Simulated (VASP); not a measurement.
# AlRu: electric field gradients with PBE

AlRu:

```
Al Ru
1.0
     2.99160    0.00000    0.00000
     0.00000    2.99160    0.00000
     0.00000    0.00000    2.99160
Al Ru
1 1
Cartesian
  0.0000 0.0000 0.0000
  1.4958 1.4958 1.4958
```

```
Program                : VASP 6.6.1
Task                   : electric field gradients
Functional             : PBE
Potentials or basis    : VASP PAW PBE potentials, release 64 (Al, Ru_pv)
Cutoff                 : 520 eV
k mesh                 : 12 × 12 × 12
Occupations            : fermi-dirac, width 0.05 eV
Spin                   : no spin polarisation
Dipole correction      : no
Further INCAR settings : ALGO = Normal; EDIFF = 1e-08; NBANDS = 16
```

The pressure is 2.4 GPa.

Levels at points of the mesh, in eV from the Fermi level:
```
           k point  band 5  band 6  band 7  band 8  band 9  band 10  band 11  band 12  band 13  band 14
(0.00, 0.00, 0.00)   -3.55   -3.55    0.19    0.19    0.19     6.09     6.09     6.09    10.99    10.99
(0.50, 0.00, 0.00)   -5.48   -2.75   -1.59   -1.59    0.44     2.30     7.46    11.04    11.04    12.12
(0.50, 0.50, 0.00)   -3.05   -1.35   -1.35   -1.16   -1.16     1.55     5.32     6.24    10.60    12.13
(0.50, 0.50, 0.50)   -4.62   -4.62    1.64    1.64    2.58     4.15     4.15     4.15     8.54     8.54
```

It took 13 s on 1 thread of Intel(R) Xeon(R) 6975P-C (Granite Rapids), on a shared host, peak memory 0.16 GiB.

Caveat: without QUAD_EFG the Cq values of the log hold for a quadrupole moment of 1 mb, not for the nuclei.
